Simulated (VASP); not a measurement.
Runs of VASP 6.6.1 on K. The structure is that of space group P6_3/mmc (No. 194), or close to it. The cells are those of the table. This isn't the form of K at room conditions, which is bcc.

```csv
cell,gap on the mesh (eV),pressure (GPa)
"a = 4.828, b = 4.828, c = 7.884 Å, angles 90.0, 90.0, 120.0°, 2 atoms",none,(b)
"a = 4.765, b = 4.765, c = 7.782 Å, angles 90.0, 90.0, 120.0°, 2 atoms",none,0.0
"a = 4.635, b = 4.635, c = 7.569 Å, angles 90.0, 90.0, 120.0°, 2 atoms",none,0.3
"a = 4.701, b = 4.701, c = 7.677 Å, angles 90.0, 90.0, 120.0°, 2 atoms",none,0.2
"a = 4.889, b = 4.889, c = 7.984 Å, angles 90.0, 90.0, 120.0°, 2 atoms",none,(a)
```

Alike in all rows: task single point; level r2SCAN; potentials or basis VASP PAW PBE potentials, release 64 (K_sv); no spin polarisation; k mesh 9 × 9 × 5; cutoff (eV) 520; smearing fermi-dirac 0.1 eV.

Problem. Fill in the values left out.

Solution. (a) -0.2; (b) -0.1.

Caveats: the PAW data sets were made with another functional, which shifts forces and pressure a little.

A gap of «none» marks levels without a gap at the run's occupations.
